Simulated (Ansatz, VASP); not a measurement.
# In: VASP beside Ansatz

Contents of INCAR:

```
SYSTEM = In
PREC = Accurate
ENCUT = 520
EDIFF = 1E-8
ISMEAR = -1
SIGMA = 0.05
LREAL = .False.
LASPH = .True.
NELM = 60
ALGO = Normal
ISIF = 2
LWAVE = .False.
LCHARG = .False.
GGA = PS
LEFG = .True.
NBANDS = 26
```

KPOINTS

```
regular mesh
0
Gamma
  14 14 14
  0 0 0
```

The input POSCAR:

```
In
1.0
    1.6751838235      0.9671678314      8.2347307701
   -1.6751838235      0.9671678314      8.2347307701
    0.0000000000     -1.9343356629      8.2347307701
In
3
Direct
    0.0000000000      0.0000000000      0.0000000000
    0.7780122400      0.7780122400      0.7780122400
    0.2219877600      0.2219877600      0.2219877600
```

Input for Ansatz:

```yaml
crystal:
  lattice:
    - [1.6751838235, 0.9671678314, 8.2347307701]
    - [-1.6751838235, 0.9671678314, 8.2347307701]
    - [0.0, -1.9343356629, 8.2347307701]
  atoms:
    - { symbol: In, position: [0.0, 0.0, 0.0] }
    - { symbol: In, position: [0.77801224, 0.77801224, 0.77801224] }
    - { symbol: In, position: [0.22198776, 0.22198776, 0.22198776] }
kpoints:
  mp_grid: { grid: [14, 14, 14] }
scf:
  occupations: { method: fermi_dirac, width: 0.05 }
hamiltonian:
  xc: pbesol
  pseudopotentials: { kind: all_electron, datasets: crystal }
output:
  forces: true
  stress: true
  eigenvalues: true
  efg: { contact_densities: true }
```

Change from the starting cell: volume scaled by 1.01, crystal datasets.

Alike in both runs: task electric field gradients; functional PBEsol; k mesh 14 × 14 × 14; occupations fermi-dirac, width 0.05 eV; no spin polarisation.

```csv
,VASP,Ansatz
version,VASP 6.6.1,Ansatz 0.2.0
potentials or method,"VASP PAW PBE potentials, release 64 (In_d), cutoff 520 eV","all-electron PAW with datasets made for the crystal, scalar-relativistic"
```

|  | VASP | Ansatz | Ansatz less VASP |
| --- | --- | --- | --- |
| pressure (GPa) | -1.6 | -1.6 | +0.04 |
| traceless stress, the component that is largest in VASP (GPa) | 0.16 | 0.16 | -0.001 |
| rms of the force components (eV/Å) | 0.005 | 0.005 | -0.0002 |
| size of Vzz on the site where it differs most (V/Å²) | 4.5 | 4.8 | +0.35 |

VASP's potentials were made for PBE, not for PBEsol. Atom by atom the forces differ by 0.000 eV/Å (rms over components). Ansatz ran all-electron here, and VASP with PAW potentials.
